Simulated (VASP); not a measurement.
Crystal: GaAs.

```xyz
2
Lattice="0.0000 2.8456 2.8456 2.8456 0.0000 2.8456 2.8456 2.8456 0.0000" Properties=species:S:1:pos:R:3 pbc="T T T"
As    4.2684    4.2684    4.2684
Ga    0.0000    0.0000    0.0000
```

Base run:

```yaml
Program: VASP 6.6.1
Functional: PBE
Potentials_or_basis: VASP PAW PBE potentials, release 64 (As, Ga_d)
Cutoff: 520 eV
k_mesh: 8 × 8 × 8
Occupations: fermi-dirac, width 0.05 eV
Spin: no spin polarisation
```

Its results: band gap on the k mesh 0.37 eV, direct; pressure 2.0 GPa.

After a change of settings the same cell gave: band gap on the k mesh 0.84 eV, direct; pressure -0.8 GPa. Which change was it?
A. functional from PBE to PBEsol; further incar settings from ALGO = Normal; EDIFF = 1e-07; NBANDS = 16 to ALGO = Normal; EDIFF = 1e-06; NBANDS = 16
B. functional from PBE to r2SCAN; dispersion from none to D3(BJ)
C. functional from PBE to BLYP; further incar settings from ALGO = Normal; EDIFF = 1e-07; NBANDS = 16 to ALGO = Normal; EDIFF = 1e-06; NBANDS = 16
D. functional from PBE to r2SCAN

D.

r2SCAN gives the wider gap, since meta-GGAs in the generalised Kohn-Sham scheme recover part of the derivative discontinuity.

Caveats: the PAW data sets were made with another functional, which shifts forces and pressure a little (some runs).
